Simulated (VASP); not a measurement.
# SiC (P6/mmm) in VASP: further runs, part 2 of 2

VASP 6.6.1. The steps go on from the part before.

## (6) Single point, PBE, collinear spin, ferromagnetic start

This run uses another cell than the first one, of 14.01 Å³/atom, 1.339 times its volume.

INCAR

```
ALGO = Normal
EDIFF = 1E-6
ENCUT = 520
GGA = PE
ISIF = 2
ISMEAR = 0
ISPIN = 2
LASPH = T
LCHARG = F
LORBIT = 11
LREAL = F
LWAVE = F
MAGMOM = 0 1
NBANDS = 15
NELM = 150
PREC = Accurate
SIGMA = 0.1
```

KPOINTS

```
k-points
0
Gamma
  6 6 4
```

POSCAR

```
SiC
1.0
    2.5823837900      0.0000000000      0.0000000000
   -1.2911919000      2.2364099700      0.0000000000
    0.0000000000      0.0000000000      4.8500170000
Si C
1 1
Direct
    0.0000000000      0.0000000000      0.0000000000
    0.0000000000      0.0000000000      0.5000000000
```

Potentials or basis: VASP PAW PBE potentials, release 64 (Si, C).

The run is started by

```sh
> cat potpaw_PBE.64/Si/POTCAR potpaw_PBE.64/C/POTCAR > POTCAR
> mpirun -np 1 vasp_std > vasp.out
```

Run time: 22 s. Hardware: 1 thread of AMD EPYC 7R43 (Zen 3), shared host; peak memory 0.11 GiB.

Results (log left out):

```
Free energy                                           : -9.8550 eV
Pressure                                              : -23.6 GPa
Band gap on the k mesh                                : zero (filled and empty bands overlap)
Net moment                                            : 0.00 μB per cell
Valence electrons inside the program's atomic spheres : Si 1.50; C 2.01
```

Stress tensor (GPa, compression positive):
```
-15.76   0.00   0.00
  0.00 -15.76   0.00
  0.00   0.00 -39.18
```

Levels at points of the mesh, in eV from the Fermi level:
Spin up:
| k point | band 1 | band 2 | band 3 | band 4 | band 5 | band 6 | band 7 | band 8 | band 9 |
| --- | --- | --- | --- | --- | --- | --- | --- | --- | --- |
| (0.00, 0.00, 0.00) | -13.35 | -9.28 | -5.75 | 4.44 | 4.44 | 5.47 | 11.27 | 13.20 | 13.20 |
| (0.50, 0.00, 0.00) | -8.31 | -5.59 | -3.14 | -2.15 | -1.80 | 2.70 | 4.63 | 7.88 | 8.67 |
| (0.00, 0.00, 0.50) | -12.11 | -11.91 | -1.14 | -0.06 | 4.46 | 4.46 | 12.92 | 12.92 | 14.15 |
| (0.50, 0.00, 0.50) | -7.83 | -5.40 | -4.92 | -3.58 | 1.94 | 2.80 | 5.04 | 7.46 | 7.47 |
Spin down:
```csv
k point,band 1,band 2,band 3,band 4,band 5,band 6,band 7,band 8,band 9
"(0.00, 0.00, 0.00)",-13.35,-9.28,-5.75,4.44,4.44,5.47,11.27,13.20,13.20
"(0.50, 0.00, 0.00)",-8.31,-5.59,-3.14,-2.15,-1.79,2.70,4.63,7.88,8.67
"(0.00, 0.00, 0.50)",-12.11,-11.91,-1.14,-0.06,4.46,4.46,12.92,12.92,14.15
"(0.50, 0.00, 0.50)",-7.83,-5.40,-4.92,-3.58,1.94,2.80,5.04,7.46,7.47
```

Caveat: the k points lie up to 0.47 Å⁻¹ apart.

## (7) Single point, PBE

This run uses another cell than the first one, of 10.35 Å³/atom, 0.989 times its volume.

INCAR

```
PREC = Accurate
ENCUT = 520
EDIFF = 1E-7
ISMEAR = 0
SIGMA = 0.1
LREAL = False
LASPH = True
NELM = 60
ALGO = Normal
ISIF = 2
LWAVE = False
LCHARG = False
GGA = PE
NBANDS = 11
```

KPOINTS

```
regular mesh
0
Gamma
  24 24 14
```

POSCAR

```
SiC
1.0
    2.4807037644      0.0000000000      0.0000000000
   -1.2403518822      2.1483524792      0.0000000000
    0.0000000000      0.0000000000      3.8833353252
Si C
1 1
Direct
    0.0000000000      0.0000000000      0.0000000000
    0.0000000000      0.0000000000      0.5000000000
```

Potentials or basis: VASP PAW PBE potentials, release 64 (Si, C).

The run is started by

```sh
> cat potpaw_PBE.64/Si/POTCAR potpaw_PBE.64/C/POTCAR > POTCAR
> mpirun -np 1 vasp_std > vasp.out
```

OUTCAR:

```text
PREC = Accurate
   ENCUT = 520
   EDIFF = 1E-7
   ISMEAR = 0
   LREAL = False
   LASPH = True
   NELM = 60
   ISIF = 2
   GGA = PE

 ion  position               nearest neighbor table
   1  0.000  0.000  0.000-   2 1.94   2 1.94
   2  0.000  0.000  0.500-   1 1.94   1 1.94

  LATTYP: Found a hexagonal cell.
 ALAT       =     2.4807037644
 C/A-ratio  =     1.5654167906

  Lattice vectors:

 A1 = (   2.4807037644,   0.0000000000,   0.0000000000)
 A2 = (  -1.2403518822,   2.1483524792,   0.0000000000)
 A3 = (   0.0000000000,   0.0000000000,   3.8833353252)

Analysis of symmetry for initial positions (statically):
=====================================================================
 Subroutine PRICEL returns:
 Original cell was already a primitive cell.

 Routine SETGRP: Setting up the symmetry group for a
 hexagonal supercell.

 Subroutine GETGRP returns: Found 24 space group operations
 (whereof 24 operations were pure point group operations)
 out of a pool of 24 trial point group operations.

The static configuration has the point symmetry D_6h.

Analysis of symmetry for dynamics (positions and initial velocities):
=====================================================================
 Subroutine PRICEL returns:
 Original cell was already a primitive cell.

 Routine SETGRP: Setting up the symmetry group for a
 hexagonal supercell.

 Subroutine GETGRP returns: Found 24 space group operations
 (whereof 24 operations were pure point group operations)
 out of a pool of 24 trial point group operations.

The dynamic configuration has the point symmetry D_6h.

 Subroutine INISYM returns: Found 24 space group operations
 (whereof 24 operations are pure point group operations),
 and found     1 'primitive' translations

----------------------------------------------------------------------------------------

                                     Primitive cell

  volume of cell :      20.6959

  direct lattice vectors                    reciprocal lattice vectors
     2.480703764  0.000000000  0.000000000     0.403111413  0.232736483  0.000000000
    -1.240351882  2.148352479  0.000000000     0.000000000  0.465472966  0.000000000
     0.000000000  0.000000000  3.883335325     0.000000000  0.000000000  0.257510598

  length of vectors
     2.480703764  2.480703764  3.883335325     0.465472966  0.465472966  0.257510598

  position of ions in fractional coordinates (direct lattice)
     0.000000000  0.000000000  0.000000000
     0.000000000  0.000000000  0.500000000

  ion indices of the primitive-cell ions
   primitive index   ion index
                 1           1
                 2           2

----------------------------------------------------------------------------------------

 KPOINTS: regular mesh

Automatic generation of k-mesh.
 Grid dimensions read from file:
 generate k-points for:   24   24   14

 Generating k-lattice:

  Cartesian coordinates                     Fractional coordinates (reciprocal lattice)
     0.016796309  0.009697353  0.000000000     0.041666667  0.000000000  0.000000000
     0.000000000  0.019394707  0.000000000     0.000000000  0.041666667  0.000000000
     0.000000000  0.000000000  0.018393614     0.000000000  0.000000000  0.071428571

  Length of vectors
     0.019394707  0.019394707  0.018393614

  Shift w.r.t. Gamma in fractional coordinates (k-lattice)
     0.000000000  0.000000000  0.000000000

 Subroutine IBZKPT returns following result:
 ===========================================

 Found    488 irreducible k-points:

 Following reciprocal coordinates:
            Coordinates               Weight
  0.000000  0.000000  0.000000      1.000000
  0.041667 -0.000000  0.000000      6.000000
  0.083333 -0.000000  0.000000      6.000000
  0.125000  0.000000  0.000000      6.000000
  0.166667  0.000000  0.000000      6.000000
  0.208333  0.000000  0.000000      6.000000
[... 16 lines left out ...]
  0.416667  0.041667  0.000000     12.000000
  0.458333  0.041667  0.000000     12.000000
 [... further k-points ...]
   k-points           NKPTS =    488   k-points in BZ     NKDIM =    488   number of bands    NBANDS=     11
   number of dos      NEDOS =    301   number of ions     NIONS =      2
   total plane-waves  NPLWV =   9720
   dimension x,y,z NGX =    18 NGY =   18 NGZ =   30
   dimension x,y,z NGXF=    36 NGYF=   36 NGZF=   60
   ions per type =               1   1
   NGX,Y,Z   is equivalent  to a cutoff of  12.06, 12.06, 12.84 a.u.
   NGXF,Y,Z  is equivalent  to a cutoff of  24.13, 24.13, 25.69 a.u.
 SYSTEM =  unknown system
   PREC   = accura    normal or accurate (medium, high low for compatibility)
   ISTART =      0    job   : 0-new  1-cont  2-samecut
   ICHARG =      2    charge: 1-file 2-atom 10-const
   ISPIN  =      1    spin polarized calculation?
   LNONCOLLINEAR =      F non collinear calculations
   LSORBIT =      F    spin-orbit coupling
   LASPH  =      T    aspherical Exc in radial PAW
   ENCUT  =  520.0 eV  38.22 Ry    6.18 a.u.   4.61  4.61  7.22*2*pi/ulx,y,z
   NELM   =     60;   NELMIN=  2; NELMDL= -5     # of ELM steps
   EDIFF  = 0.1E-06   stopping-criterion for ELM
   LREAL  =      F    real-space projection
   EDIFFG = 0.1E-05   stopping-criterion for IOM
   NSW    =      0    number of steps for IOM
   IBRION =     -1    ionic relax: 0-MD 1-quasi-New 2-CG
   NFREE  =      0    steps in history (QN), initial steepest desc. (CG)
   ISIF   =      2    stress and relaxation
   ISYM   =      2    0-nonsym 1-usesym 2-fastsym
   POTIM  = 0.5000    time-step for ionic-motion
   TEBEG  =    0.0;   TEEND  =   0.0 temperature during run
   PSTRESS=    0.0 pullay stress
   NELECT =       8.0000    total number of electrons
   NUPDOWN=      -1.0000    fix difference up-down
   EMIN   =  10.00;   EMAX   =-10.00  energy-range for DOS
   EFERMI =   0.00;   METHOD = LEGACY
   ISMEAR =     0;   SIGMA  =   0.10  broadening in eV -4-tet -1-fermi 0-gaus
   EFERMI_NEDOS =   21; number of points for ismear=-14 and -15
   IALGO  =     38    algorithm
   IMIX   =      4    mixing-type and parameters
     AMIX     =   0.40;   BMIX     =  1.00
     AMIX_MAG =   1.60;   BMIX_MAG =  1.00
  volume/ion in A,a.u.               =      10.35        69.83
  Fermi-wavevector in a.u.,A,eV,Ry     =   1.192549  2.253592 19.349853  1.422174
  Thomas-Fermi vector in A             =   2.328585
   LORBIT       =      0    0 simple, 1 ext, 2 COOP (PROOUT), +10 PAW based schemes
   GGA     = PE    functional components
   LHFCALC =     F    Hartree Fock is set to
   AEXX    =    0.0000 exact exchange contribution
   IVDW    =     0    specifies the selected vdW correction
   LEPSILON=     F    determine dielectric tensor
   LRPA    =     F    only Hartree local field effects (RPA)
 non-spin polarized calculation
 Gauss-broadening in eV      SIGMA  =   0.10
  energy-cutoff  :      520.00
  volume of cell :       20.70
 maximum number of plane-waves:       574
   NGX =  9   NGY =  9   NGZ = 15

 number of electron       7.9999999 magnetization

 Free energy of the ion-electron system (eV)
  ---------------------------------------------------
  ext. energy  EPLUGINS =         0.00000000
  ---------------------------------------------------
  free energy    TOTEN  =       -11.25201300 eV

  energy without entropy =      -11.24786573  energy(sigma->0) =      -11.24993936

 E-fermi :   8.8816     XC(G=0): -11.7521

 val. band max:        8.8792042133   @ k =   0.2083   0.0833   0.2143
 cond. band min:       8.8974585686   @ k =   0.3750   0.1250   0.0714
 fundamental gap:      0.0182543554
 Fermi energy:         8.8815529011

 k-point     1 :       0.0000    0.0000    0.0000
  band No.  band energies     occupation
      1      -6.9618      2.00000
      2       1.5329      2.00000
      3       1.5617      2.00000
      4      13.5122      0.00000
      5      13.5122      0.00000
      6      20.7360      0.00000
      7      23.4343      0.00000
      8      23.4343      0.00000
      9      24.1073      0.00000
     10      24.9723      0.00000
     11      24.9723      0.00000
[... 309 lines left out ...]
 k-point    24 :       0.4583    0.0417    0.0000
  band No.  band energies     occupation
      1      -1.3429      2.00000
      2       1.6322      2.00000
      3       5.3104      2.00000
      4       7.8847      2.00000
      5       8.8477      1.36805
      6      10.9879      0.00000
      7      13.8443      0.00000
      8      18.2009      0.00000
      9      20.3687      0.00000
     10      23.8806      0.00000
     11      25.9966      0.00000

 [... further k-points ...]

------------------------ aborting loop because EDIFF is reached ----------------------------------------

  FORCE on cell =-STRESS in cart. coord.  units (eV):
  Direction    XX          YY          ZZ          XY          YZ          ZX
  --------------------------------------------------------------------------------------
  -------------------------------------------------------------------------------------
  Total       -0.0234119     -0.0234119      0.0108269      0.0000000      0.0000000      0.0000000
  in kB       -1.8124320     -1.8124320      0.8381619      0.0000000      0.0000000      0.0000000
  external PRESSURE =      -0.9289007 kB  Pullay stress =       0.0000000 kB

 VOLUME and BASIS-vectors are now :
 -----------------------------------------------------------------------------
  energy-cutoff  :      520.00
  volume of cell :       20.70
      direct lattice vectors                 reciprocal lattice vectors
     2.480703764  0.000000000  0.000000000     0.403111413  0.232736483  0.000000000
    -1.240351882  2.148352479  0.000000000     0.000000000  0.465472966  0.000000000
     0.000000000  0.000000000  3.883335325     0.000000000  0.000000000  0.257510598

 POSITION                                       TOTAL-FORCE (eV/Angst)
 -----------------------------------------------------------------------------------
      0.00000      0.00000      0.00000        -0.000000      0.000000      0.000000
      0.00000      0.00000      1.94167         0.000000      0.000000      0.000000
 -----------------------------------------------------------------------------------
    total drift:                                0.000000      0.000000      0.000000

  FREE ENERGIE OF THE ION-ELECTRON SYSTEM (eV)
  ---------------------------------------------------
  free  energy   TOTEN  =       -11.2520130043 eV

  energy  without entropy=      -11.2478657257  energy(sigma->0) =      -11.24993936
```

It took 2 min on 1 thread of AMD EPYC 7R43 (Zen 3), shared host; peak memory 0.17 GiB.

Results:

| Quantity | Value |
| --- | --- |
| Free energy | -11.2520 eV |
| Pressure | -0.1 GPa |
| Band gap on the k mesh | zero (band 4 reaches 13.61 eV, above the bottom of band 5 at 6.05 eV) |

Stress tensor (GPa, compression positive):
```
-0.18  0.00  0.00
 0.00 -0.18  0.00
 0.00  0.00  0.08
```

Levels at points of the mesh, in eV from the Fermi level:
| k point | band 1 | band 2 | band 3 | band 4 | band 5 | band 6 | band 7 | band 8 |
| --- | --- | --- | --- | --- | --- | --- | --- | --- |
| (0.00, 0.00, 0.00) | -15.84 | -7.35 | -7.32 | 4.63 | 4.63 | 11.85 | 14.55 | 14.55 |
| (0.50, 0.00, 0.00) | -10.16 | -7.39 | -3.56 | -0.67 | -0.39 | 2.26 | 4.88 | 10.25 |
| (0.00, 0.00, 0.50) | -13.83 | -13.45 | 0.22 | 4.73 | 4.73 | 5.14 | 14.57 | 14.57 |
| (0.50, 0.00, 0.50) | -9.10 | -6.79 | -5.42 | -5.00 | 2.64 | 3.46 | 8.35 | 10.73 |

## (8) Summary

```csv
task,spin,cell,k mesh,cutoff (eV),gap on the mesh (eV),pressure (GPa),moment (μB)
single point,off,"a = 2.504, b = 2.504, c = 3.852 Å, angles 90.0, 90.0, 120.0°, 2 atoms",6 × 6 × 4,520,none,0.1,-
single point,off,"a = 2.582, b = 2.582, c = 4.850 Å, angles 90.0, 90.0, 120.0°, 2 atoms",6 × 6 × 4,520,none,-23.6,-
single point,"collinear, ferromagnetic start","a = 2.504, b = 2.504, c = 3.852 Å, angles 90.0, 90.0, 120.0°, 2 atoms",6 × 6 × 4,520,none,0.1,0.00
relaxation of cell and atoms,off,"relaxed from a = 2.582, b = 2.582, c = 4.850 Å, angles 90.0, 90.0, 120.0°, 2 atoms",6 × 6 × 4,600,none,0.1,-
single point,"collinear, ferromagnetic start","a = 2.582, b = 2.582, c = 4.850 Å, angles 90.0, 90.0, 120.0°, 2 atoms",6 × 6 × 4,520,none,-23.6,0.00
single point,off,"a = 2.481, b = 2.481, c = 3.883 Å, angles 90.0, 90.0, 120.0°, 2 atoms",24 × 24 × 14,520,none,-0.1,-
```

Alike in all rows: level PBE; potentials or basis VASP PAW PBE potentials, release 64 (Si, C); smearing gaussian 0.1 eV.

Caveats: some runs use coarse meshes; the volume moved by over 15 % at a fixed basis, so the end points are rough (some runs).

Total energies depend on the potentials used, so only differences within one code and one set of settings carry meaning.
